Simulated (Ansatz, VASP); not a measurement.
Hf: VASP beside Ansatz

The input INCAR:

```
  PREC = Accurate
  ENCUT = 520
  EDIFF = 1E-6
  ISMEAR = -1
  SIGMA = 0.08
  LREAL = F
  LASPH = T
  NELM = 60
  ALGO = Normal
  ISIF = 2
  LWAVE = F
  LCHARG = F
  GGA = CA
  NBANDS = 17
```

The input KPOINTS:

```
regular mesh
0
Gamma
  15 15 8
```

File POSCAR:

```
Hf
1.0
    3.1185569233      0.0000000000      0.0000000000
   -1.5592784616      2.7007495187      0.0000000000
    0.0000000000      0.0000000000      4.9461203476
Hf
2
Direct
    0.3333333333      0.6666666667      0.2500000000
    0.6666666667      0.3333333333      0.7500000000
```

Input for Ansatz:

```yaml
crystal:
  lattice:
    - [3.1185569233, 0.0, 0.0]
    - [-1.5592784616, 2.7007495187, 0.0]
    - [0.0, 0.0, 4.9461203476]
  atoms:
    - { symbol: Hf, position: [0.3333333333, 0.6666666667, 0.25] }
    - { symbol: Hf, position: [0.6666666667, 0.3333333333, 0.75] }
kpoints:
  mp_grid: { grid: [15, 15, 8] }
  band_path:
    path:
      - [0.0, 0.0, 0.0]
      - [0.5, 0.0, 0.0]
      - [0.3333333333, 0.3333333333, 0.0]
      - [0.0, 0.0, 0.0]
      - [0.0, 0.0, 0.5]
      - [0.5, 0.0, 0.5]
      - [0.3333333333, 0.3333333333, 0.5]
      - [0.0, 0.0, 0.5]
      - [0.5, 0.0, 0.5]
    npoints: 14
scf:
  occupations: { method: fermi_dirac, width: 0.08 }
hamiltonian:
  xc: lda
  pseudopotentials: { kind: all_electron, lapw: { basis_error: 0.001 } }
output:
  forces: true
  stress: true
  eigenvalues: true
  populations: true
  dos: { projected: true, de: 0.2, e_range: [-14, 8] }
```

Alike in both runs: task single point; functional LDA; k mesh 15 × 15 × 8; occupations fermi-dirac, width 0.08 eV; no spin polarisation.

```csv
,VASP,Ansatz
version,VASP 6.6.1,Ansatz 0.2.0
potentials or method,"VASP PAW LDA potentials, release 64 (Hf_pv), cutoff 520 eV","all-electron LAPW, scalar-relativistic"
```

|  | VASP | Ansatz | Ansatz less VASP |
| --- | --- | --- | --- |
| pressure (GPa) | 0.1 | 0.0 | -0.04 |

LDA's correlation is that of Perdew and Zunger in VASP and of Perdew and Wang (1992) in Ansatz. Ansatz ran all-electron here, and VASP with PAW potentials.

Neither program's run includes spin-orbit coupling.
